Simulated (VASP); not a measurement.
Input of a VASP 6.6.1 run:

INCAR

```
SYSTEM = Se
PREC = Accurate ; ENCUT = 520
EDIFF = 1E-7 ; ISMEAR = 0
SIGMA = 0.05 ; LREAL = .False.
LASPH = .True. ; NELM = 80
ALGO = Normal ; ISIF = 2
LWAVE = .False. ; LCHARG = .False.
GGA = PE ; IVDW = 12
NBANDS = 16
```

Contents of KPOINTS:

```
Automatic mesh
0
Gamma
  9 9 8
  0 0 0
```

Contents of POSCAR:

```
Se
1.0
    4.1383419910      0.0000000000      0.0000000000
   -2.0691709955      3.5839092938      0.0000000000
    0.0000000000      0.0000000000      4.9552507000
Se
3
Direct
    0.2012552844      0.0000000000      0.3333333333
    0.0000000000      0.2012552844      0.6666666667
    0.7987447156      0.7987447156      0.0000000000
```

Potentials or basis: VASP PAW PBE potentials, release 64 (Se).

Command:

```sh
$ cat potpaw_PBE.64/Se/POTCAR > POTCAR
$ mpirun -np 1 vasp_std > vasp.out
```

Question: Estimate the largest force.

Answer: 4.208 eV/Å.

Question: Estimate the pressure.

Answer: 16.5 GPa.

Question: Estimate the band gap on the k mesh.

Answer: 0.29 eV (least direct gap 0.49 eV).

Stress tensor (GPa, compression positive):
```
12.33  0.00  0.00
 0.00 12.33  0.00
 0.00  0.00 24.76
```

Caveat: the stress differs along the axes, from 12 to 25 GPa; semilocal functionals underestimate gaps, and a narrow one can read as zero; forces of over 1 eV/Å act on the atoms, so gaps and moduli don't describe the material at rest. A k mesh can miss the band edges.
